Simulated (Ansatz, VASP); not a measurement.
**CoAu in VASP and in Ansatz**

The input INCAR:

```
ALGO     = Fast           # electronic algorithm
EDIFF    = 1E-7           # SCF threshold, eV
ENCUT    = 520            # plane-wave cutoff, eV
GGA      = PE             # functional
ISIF     = 2              # what is computed and relaxed
ISMEAR   = 0              # smearing method
ISPIN    = 2              # spin polarisation
LASPH    = True           # aspherical terms in the spheres
LCHARG   = False          # write CHGCAR
LMAXMIX  = 4              # l up to which the mixer works
LORBIT   = 11             # projections on sites
LREAL    = False          # projectors in reciprocal space
LWAVE    = False          # write WAVECAR
MAGMOM   = 2 0            # initial moments
NBANDS   = 21             # bands
NELM     = 150            # most SCF steps
PREC     = Accurate       # precision mode
SIGMA    = 0.1            # smearing width, eV
```

Contents of KPOINTS:

```
k-points
0
Gamma
  18 18 18
```

File POSCAR:

```
CoAu
1.0
   -1.8904135609     -1.8904135609     -3.8593662291
   -1.8904135609     -3.8593662291     -1.8904135609
   -3.8593662291     -1.8904135609     -1.8904135609
Co Au
1 1
Direct
    0.0000000000      0.0000000000      0.0000000000
    0.5000000000      0.5000000000      0.5000000000
```

Input for Ansatz:

```yaml
crystal:
  lattice:
    - [1.8904135609, 1.8904135609, 3.8593662291]
    - [1.8904135609, 3.8593662291, 1.8904135609]
    - [3.8593662291, 1.8904135609, 1.8904135609]
  atoms:
    - { symbol: Co, position: [0.0, 0.0, 0.0], spin: 2.0 }
    - { symbol: Au, position: [0.5, 0.5, 0.5] }
basis:
  ecutwfc: 420
kpoints:
  mp_grid: { grid: [18, 18, 18] }
hamiltonian:
  xc: pbe
scf:
  occupations: { method: gaussian, width: 0.1 }
  lower_state_search: "off"
output:
  forces: true
  stress: true
  eigenvalues: true
  populations: true
magnetization:
  spin_polarized: true
```

Alike in both runs: task single point; functional PBE; k mesh 18 × 18 × 18; occupations gaussian, width 0.1 eV; collinear spin.

|  | VASP | Ansatz |
| --- | --- | --- |
| version | VASP 6.6.1 | Ansatz 0.2.0 |
| potentials or method | VASP PAW PBE potentials, release 64 (Co, Au), cutoff 520 eV | scalar-relativistic, plane waves, PAW |
| valence electrons in the cell | 20 | 36 |

Ansatz gave:

```
gap on the k mesh at the Fermi level (eV)                     : none
pressure (GPa)                                                : 0.0
net moment per atom (μB)                                      : 0.90
size of the moment on the site where the two differ most (μB) : 1.87
```

Q: Estimate VASP's values.

A: gap on the k mesh at the Fermi level (eV): none; pressure (GPa): -0.3; net moment per atom (μB): 0.89; size of the moment on the site where the two differ most (μB): 1.83.

Site moments also hang on the region over which each program counts them. A gap of «none» marks a metal or a gap that the smearing closes. The functional is the same, so the differences come from potentials, cutoffs and numerics. VASP's potentials hold 20 valence electrons a cell and Ansatz's 36, so a difference there can come from the potentials and not from the codes.

Spin-orbit coupling is off throughout.
